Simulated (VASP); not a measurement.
Set up this calculation in VASP 6.6.1, as the native input.

```yaml
Task: single point
Functional: PBE
Potentials_or_basis: VASP PAW PBE potentials, release 64 (Hf_pv, C)
Cutoff: 520 eV
k_mesh: 16 × 16 × 16
Occupations: gaussian, width 0.1 eV
Spin: no spin polarisation
Dipole_correction: no
Further_INCAR_settings: ALGO = Normal; EDIFF = 1e-06; NBANDS = 14
```

The structure of HfC lies in POSCAR:

```
HfC
1.0
    0.0000000000      2.2782691747      2.2782691747
    2.2782691747      0.0000000000      2.2782691747
    2.2782691747      2.2782691747      0.0000000000
Hf C
1 1
Direct
    0.5000000000      0.5000000000      0.5000000000
    0.0000000000      0.0000000000      0.0000000000
```

This cell differs from its parent crystal: volume scaled by 0.94.

The input as run:

INCAR

```
ALGO = Normal ; EDIFF = 1E-6
ENCUT = 520 ; GGA = PE
ISIF = 2 ; ISMEAR = 0
LASPH = True ; LCHARG = False
LREAL = False ; LWAVE = False
NBANDS = 14 ; NELM = 60
PREC = Accurate ; SIGMA = 0.1
```

KPOINTS

```
k-points
0
Gamma
  16 16 16
```

Potentials or basis: VASP PAW PBE potentials, release 64 (Hf_pv, C).

The run is started by

```sh
$ cat potpaw_PBE.64/Hf_pv/POTCAR potpaw_PBE.64/C/POTCAR > POTCAR
$ mpirun -np 1 vasp_std > vasp.out
```

Results of the run:

- Pressure: 15.9 GPa
- Band gap on the k mesh: zero (band 7 reaches 7.46 eV, above the bottom of band 8 at 6.00 eV)

Caveat: spin-orbit coupling is left out, which moves the levels of the heavy elements.

Run time: 28 s on 1 thread of Intel(R) Xeon(R) Platinum 8259CL CPU @ 2.50GHz (Skylake/Cascade Lake) (shared host), peak memory 0.17 GiB.
